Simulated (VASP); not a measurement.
# Hf5C3 (P6/mmm) in VASP: a series of runs

Runs on Hf5C3. Level: PBE. Tasks: relaxation of cell and atoms.

Program: VASP 6.6.1. These are calculated values, not measurements. Logs are shortened: lines on timing, memory, paths and dates and some standing lists are left out, and cuts for length are marked.

## Step 1: The cell of the first run

The structure is hexagonal, space group P6/mmm (No. 191). Conventional cell: a = 4.485 Å, b = 4.485 Å, c = 7.609 Å, α = 90.00°, β = 90.00°, γ = 120.00°. Hf (site symmetry 3m) has 1 C at 2.03 Å and 3 Hf at 2.59 Å within 2.7 Å. Within 3.4 Å of Hf (site symmetry 6/mmm) lie 6 C at 2.59 Å and 12 Hf at 3.29 Å. C (site symmetry -6m2) has 5 Hf at 2.03 to 2.59 Å and 3 C at 2.59 Å within 2.7 Å. C (site symmetry 6/mmm) has 14 Hf at 3.14 to 3.80 Å within 4.1 Å.

The cell was built from a structure type or drawn by symmetry, and may not be a known phase.

## Step 2: Relaxation of cell and atoms, PBE

The input, INCAR:

```
SYSTEM = Hf5C3
PREC     = Accurate       ! precision mode
ENCUT    = 600            ! plane-wave cutoff, eV
EDIFF    = 1E-6           ! SCF threshold, eV
ISMEAR   = 0              ! smearing method
SIGMA    = 0.2            ! smearing width, eV
LREAL    = .FALSE.        ! projectors in reciprocal space
LASPH    = .TRUE.         ! aspherical terms in the spheres
NELM     = 100            ! most SCF steps
ALGO     = Normal         ! electronic algorithm
ISIF     = 3              ! what is computed and relaxed
LWAVE    = .FALSE.        ! write WAVECAR
LCHARG   = .FALSE.        ! write CHGCAR
GGA      = PE             ! functional
IBRION   = 2              ! ionic algorithm
NSW      = 36             ! ionic steps
EDIFFG   = -0.08          ! ionic threshold
```

The input, KPOINTS:

```
regular mesh
0
G
  4 4 2
  0 0 0
```

The input, POSCAR:

```
Hf5C3
1.0
    4.4846095300      0.0000000000      0.0000000000
   -2.2423047700      3.8837857800      0.0000000000
    0.0000000000      0.0000000000      7.6086042700
Hf C
5 3
Direct
    0.3333333300      0.6666666700      0.7332051000
    0.6666666700      0.3333333300      0.7332051000
    0.6666666700      0.3333333300      0.2667949000
    0.3333333300      0.6666666700      0.2667949000
    0.0000000000      0.0000000000      0.0000000000
    0.3333333300      0.6666666700      0.0000000000
    0.6666666700      0.3333333300      0.0000000000
    0.0000000000      0.0000000000      0.5000000000
```

Potentials or basis: VASP PAW PBE potentials, release 64 (Hf_pv, C).

On the command line:

```sh
$ cat potpaw_PBE.64/Hf_pv/POTCAR potpaw_PBE.64/C/POTCAR > POTCAR
$ mpirun -np 1 vasp_std > vasp.out
```

OUTCAR:

```text
SYSTEM = Hf5C3
   PREC = Accurate
   ENCUT = 600
   EDIFF = 1E-6
   ISMEAR = 0
   LREAL = .FALSE.
   LASPH = .TRUE.
   NELM = 100
   ISIF = 3
   GGA = PE
   IBRION = 2
   NSW = 36
   EDIFFG = -0.08

 ion  position               nearest neighbor table
   1  0.333  0.667  0.733-   6 2.03   2 2.59   2 2.59   2 2.59   5 3.29   5 3.29   5 3.29   4 3.55

   2  0.667  0.333  0.733-   7 2.03   1 2.59   1 2.59   1 2.59   5 3.29   5 3.29   5 3.29   3 3.55

   3  0.667  0.333  0.267-   7 2.03   4 2.59   4 2.59   4 2.59   5 3.29   5 3.29   5 3.29   2 3.55

   4  0.333  0.667  0.267-   6 2.03   3 2.59   3 2.59   3 2.59   5 3.29   5 3.29   5 3.29   1 3.55

   5  0.000  0.000  0.000-   6 2.59   7 2.59   7 2.59   6 2.59   7 2.59   6 2.59   1 3.29   2 3.29
                             3 3.29   4 3.29   2 3.29   1 3.29   4 3.29   3 3.29   4 3.29   1 3.29
   6  0.333  0.667  0.000-   1 2.03   4 2.03   5 2.59   5 2.59   5 2.59
   7  0.667  0.333  0.000-   2 2.03   3 2.03   5 2.59   5 2.59   5 2.59
   8  0.000  0.000  0.500-

  LATTYP: Found a hexagonal cell.
 ALAT       =     4.4846095300
 C/A-ratio  =     1.6966035101

  Lattice vectors:

 A1 = (   4.4846095300,   0.0000000000,   0.0000000000)
 A2 = (  -2.2423047700,   3.8837857800,   0.0000000000)
 A3 = (   0.0000000000,   0.0000000000,   7.6086042700)

Analysis of symmetry for initial positions (statically):
=====================================================================
 Subroutine PRICEL returns:
 Original cell was already a primitive cell.

 Routine SETGRP: Setting up the symmetry group for a
 hexagonal supercell.

 Subroutine GETGRP returns: Found 24 space group operations
 (whereof 24 operations were pure point group operations)
 out of a pool of 24 trial point group operations.

The static configuration has the point symmetry D_6h.

Analysis of symmetry for dynamics (positions and initial velocities):
=====================================================================
 Subroutine PRICEL returns:
 Original cell was already a primitive cell.

 Routine SETGRP: Setting up the symmetry group for a
 hexagonal supercell.

 Subroutine GETGRP returns: Found 24 space group operations
 (whereof 24 operations were pure point group operations)
 out of a pool of 24 trial point group operations.

The dynamic configuration has the point symmetry D_6h.

 Subroutine INISYM returns: Found 24 space group operations
 (whereof 24 operations are pure point group operations),
[... 78 lines left out ...]
   ions per type =               5   3
   NGX,Y,Z   is equivalent  to a cutoff of  13.35, 13.35, 13.98 a.u.
   NGXF,Y,Z  is equivalent  to a cutoff of  26.69, 26.69, 27.97 a.u.
 SYSTEM =  Hf5C3
   PREC   = accura    normal or accurate (medium, high low for compatibility)
   ISTART =      0    job   : 0-new  1-cont  2-samecut
   ICHARG =      2    charge: 1-file 2-atom 10-const
   ISPIN  =      1    spin polarized calculation?
   LNONCOLLINEAR =      F non collinear calculations
   LSORBIT =      F    spin-orbit coupling
   LASPH  =      T    aspherical Exc in radial PAW
   ENCUT  =  600.0 eV  44.10 Ry    6.64 a.u.   8.96  8.96 15.20*2*pi/ulx,y,z
   NELM   =    100;   NELMIN=  2; NELMDL= -5     # of ELM steps
   EDIFF  = 0.1E-05   stopping-criterion for ELM
   LREAL  =      F    real-space projection
   EDIFFG = -.8E-01   stopping-criterion for IOM
   NSW    =     36    number of steps for IOM
   IBRION =      2    ionic relax: 0-MD 1-quasi-New 2-CG
   NFREE  =      1    steps in history (QN), initial steepest desc. (CG)
   ISIF   =      3    stress and relaxation
   ISYM   =      2    0-nonsym 1-usesym 2-fastsym
   POTIM  = 0.5000    time-step for ionic-motion
   TEBEG  =    0.0;   TEEND  =   0.0 temperature during run
   PSTRESS=    0.0 pullay stress
   NELECT =      62.0000    total number of electrons
   NUPDOWN=      -1.0000    fix difference up-down
   EMIN   =  10.00;   EMAX   =-10.00  energy-range for DOS
   EFERMI =   0.00;   METHOD = LEGACY
   ISMEAR =     0;   SIGMA  =   0.20  broadening in eV -4-tet -1-fermi 0-gaus
   EFERMI_NEDOS =   21; number of points for ismear=-14 and -15
   IALGO  =     38    algorithm
   IMIX   =      4    mixing-type and parameters
     AMIX     =   0.40;   BMIX     =  1.00
     AMIX_MAG =   1.60;   BMIX_MAG =  1.00
  volume/ion in A,a.u.               =      16.57       111.79
  Fermi-wavevector in a.u.,A,eV,Ry     =   1.270897  2.401647 21.975854  1.615180
  Thomas-Fermi vector in A             =   2.403860
   LORBIT       =      0    0 simple, 1 ext, 2 COOP (PROOUT), +10 PAW based schemes
   GGA     = PE    functional components
   LHFCALC =     F    Hartree Fock is set to
   AEXX    =    0.0000 exact exchange contribution
   IVDW    =     0    specifies the selected vdW correction
   LEPSILON=     F    determine dielectric tensor
   LRPA    =     F    only Hartree local field effects (RPA)
 conjugate gradient relaxation of ions
 non-spin polarized calculation
 Gauss-broadening in eV      SIGMA  =   0.20
  energy-cutoff  :      600.00
  volume of cell :      132.52
 maximum number of plane-waves:      4450
 NGX is ok and might be reduce to    36
   NGX = 17   NGY = 17   NGZ = 31

--------------------------------------- Ionic step        1  -------------------------------------------

 number of electron      61.9999992 magnetization

 Free energy of the ion-electron system (eV)
  ---------------------------------------------------
  ext. energy  EPLUGINS =         0.00000000
  ---------------------------------------------------
  free energy    TOTEN  =       -65.60570188 eV

  energy without entropy =      -65.46254388  energy(sigma->0) =      -65.53412288

------------------------ aborting loop because EDIFF is reached ----------------------------------------

  FORCE on cell =-STRESS in cart. coord.  units (eV):
  Direction    XX          YY          ZZ          XY          YZ          ZX
  --------------------------------------------------------------------------------------
  -------------------------------------------------------------------------------------
  Total       10.2774438     10.2774438      0.3913166     -0.0000000      0.0000000      0.0000000
  in kB      124.2541182    124.2541182      4.7310115     -0.0000002      0.0000000      0.0000000
  external PRESSURE =      84.4130826 kB  Pullay stress =       0.0000000 kB
[... 281 lines left out ...]
--------------------------------------- Ionic step        8  -------------------------------------------

 number of electron      61.9999991 magnetization

 Free energy of the ion-electron system (eV)
  ---------------------------------------------------
  ext. energy  EPLUGINS =         0.00000000
  ---------------------------------------------------
  free energy    TOTEN  =       -67.10468150 eV

  energy without entropy =      -66.95938435  energy(sigma->0) =      -67.03203292

 E-fermi :   4.7330     XC(G=0): -11.3679

 val. band max:        4.6681052377   @ k =   0.2500   0.2500   0.5000
 cond. band min:       4.7721560815   @ k =   0.2500   0.2500   0.0000
 fundamental gap:      0.1040508438
 Fermi energy:         4.7329601104

 k-point     1 :       0.0000    0.0000    0.0000
  band No.  band energies     occupation
      1     -26.3479      2.00000
      2     -26.1621      2.00000
      3     -26.1621      2.00000
      4     -26.0260      2.00000
      5     -26.0260      2.00000
      6     -25.9508      2.00000
[... 344 lines left out ...]
  FREE ENERGIE OF THE ION-ELECTRON SYSTEM (eV)
  ---------------------------------------------------
  free  energy   TOTEN  =       -67.1046814987 eV

  energy  without entropy=      -66.9593843479  energy(sigma->0) =      -67.03203292

 reached required accuracy - stopping structural energy minimisation
```

OSZICAR:

```text
N       E                     dE             d eps       ncg     rms          rms(c)
DAV:   1     0.308391951220E+03    0.30839E+03   -0.36816E+04   592   0.178E+03
DAV:   2    -0.479230592594E+02   -0.35632E+03   -0.34395E+03   672   0.413E+02
DAV:   3    -0.747996319238E+02   -0.26877E+02   -0.25593E+02   792   0.697E+01
[... 90 lines left out ...]
DAV:   5    -0.671052034387E+02    0.25510E-02   -0.79171E-03   738   0.394E-01    0.651E-01
DAV:   6    -0.671047333307E+02    0.47011E-03   -0.25169E-03   734   0.223E-01    0.793E-02
DAV:   7    -0.671046823375E+02    0.50993E-04   -0.34568E-04   790   0.647E-02    0.530E-02
DAV:   8    -0.671046824119E+02   -0.74429E-07   -0.26905E-05   712   0.209E-02    0.223E-02
DAV:   9    -0.671046814987E+02    0.91322E-06   -0.45528E-06   663   0.983E-03
   8 F= -.67104681E+02 E0= -.67032033E+02  d E =-.330497E-01
```

CONTCAR:

```text
Hf5C3
   1.00000000000000
     4.7044136864497847   -0.0000000002594991   -0.0000000000000000
    -2.3522068486946903    4.0741417636068853    0.0000000000000000
    -0.0000000000000000   -0.0000000000000000    7.0030471898773117
  Hf              C
     5     3
Direct
     0.3333333300000021    0.6666666699999979    0.7046401968372408
     0.6666666699999979    0.3333333300000021    0.7046401968372408
     0.6666666699999979    0.3333333300000021    0.2953598031627592
     0.3333333300000021    0.6666666699999979    0.2953598031627593
     0.0000000000000000    0.0000000000000000    0.0000000000000000
     0.3333333300000021    0.6666666699999979    0.0000000000000000
     0.6666666699999979    0.3333333300000021    0.0000000000000000
     0.0000000000000000    0.0000000000000000    0.5000000000000000

  0.00000000E+00  0.00000000E+00  0.00000000E+00
  0.00000000E+00  0.00000000E+00  0.00000000E+00
  0.00000000E+00  0.00000000E+00  0.00000000E+00
  0.00000000E+00  0.00000000E+00  0.00000000E+00
  0.00000000E+00  0.00000000E+00  0.00000000E+00
  0.00000000E+00  0.00000000E+00  0.00000000E+00
  0.00000000E+00  0.00000000E+00  0.00000000E+00
  0.00000000E+00  0.00000000E+00  0.00000000E+00
```

Wall time 4.9 min (1 thread of AMD EPYC 7R43 (Zen 3), shared host); peak memory 0.26 GiB.

What came out:

* Free energy: -67.1047 eV
* Relaxed volume: 16.78 Å³/atom
* Relaxed cell: a = 4.704 Å, b = 4.704 Å, c = 7.003 Å, α = 90.00°, β = 90.00°, γ = 120.00°
* Space group after relaxing (to 0.1 Å): P6/mmm (No. 191)
* Energy gained by relaxing: 187.4 meV/atom
* Ionic steps: 8
* Pressure after relaxing: -0.2 GPa
* Largest force after relaxing: 0.012 eV/Å
* Band gap on the k mesh: zero (bands 31 and 32 overlap by 0.41 eV)

Forces in eV/Å, atoms in the order of the input:
```
Hf   0.000  0.000 -0.012
Hf   0.000  0.000 -0.012
Hf   0.000  0.000  0.012
Hf   0.000  0.000  0.012
Hf   0.000  0.000  0.000
C    0.000  0.000  0.000
C    0.000  0.000  0.000
C    0.000  0.000  0.000
```

Stress tensor (GPa, compression positive):
```
-0.01  0.00  0.00
 0.00 -0.01  0.00
 0.00  0.00 -0.52
```

The path:
```tsv
step	energy change (eV)	largest force (eV/Å)	pressure (GPa)	volume (Å³)
1	0.0000	2.2030	8.44	132.52
2	-0.6739	0.1566	-8.63	149.81
3	-0.7495	0.3559	-5.30	145.08
4	-1.2823	1.2151	-1.07	140.37
5	-1.2824	1.2364	-0.95	140.25
6	-1.4613	0.1932	-1.31	136.03
7	-1.4659	0.0320	-1.34	136.59
8	-1.4990	0.0115	-0.18	134.22
```

Final structure:
```
Hf C
1.0
     4.70441    0.00000    0.00000
    -2.35221    4.07414    0.00000
     0.00000    0.00000    7.00305
Hf C
5 3
Direct
  0.33333 0.66667 0.70464
  0.66667 0.33333 0.70464
  0.66667 0.33333 0.29536
  0.33333 0.66667 0.29536
  0.00000 0.00000 0.00000
  0.33333 0.66667 0.00000
  0.66667 0.33333 0.00000
  0.00000 0.00000 0.50000
```

Caveat: the k points lie up to 0.45 Å⁻¹ apart in the final cell; spin-orbit coupling is left out, which moves the levels of the heavy elements.

(Part 1 of 2 ends here.)
